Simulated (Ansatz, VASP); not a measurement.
## Si2Se in VASP and in Ansatz

```
Si Se
1.0
     0.00000    3.74220    3.74220
     3.74220    0.00000    3.74220
     3.74220    3.74220    0.00000
Si Se
4 2
Direct
  0.12500 0.12500 0.12500
  0.62500 0.12500 0.12500
  0.12500 0.12500 0.62500
  0.12500 0.62500 0.12500
  0.50000 0.50000 0.50000
  0.75000 0.75000 0.75000
```

Alike in both runs: functional PBE; k mesh 10 × 10 × 10; occupations gaussian, width 0.1 eV; no spin polarisation.

Ansatz relaxed the structure, and its values are those at the end. VASP's run is a single point on that final structure, the one shown.

```csv
,VASP,Ansatz
version,VASP 6.6.1,Ansatz 0.2.0
potentials or method,"VASP PAW PBE potentials, release 64 (Si, Se), cutoff 520 eV","scalar-relativistic, plane waves, PAW"
valence electrons in the cell,28,48
```

```tsv
	VASP	Ansatz	Ansatz less VASP
gap on the k mesh at the Fermi level (eV)	none	none	-
pressure (GPa)	0.0	0.0	0.00
```

A gap of «none» marks a metal or a gap that the smearing closes. VASP's potentials hold 28 valence electrons a cell and Ansatz's 48, so a difference there can come from the potentials and not from the codes.
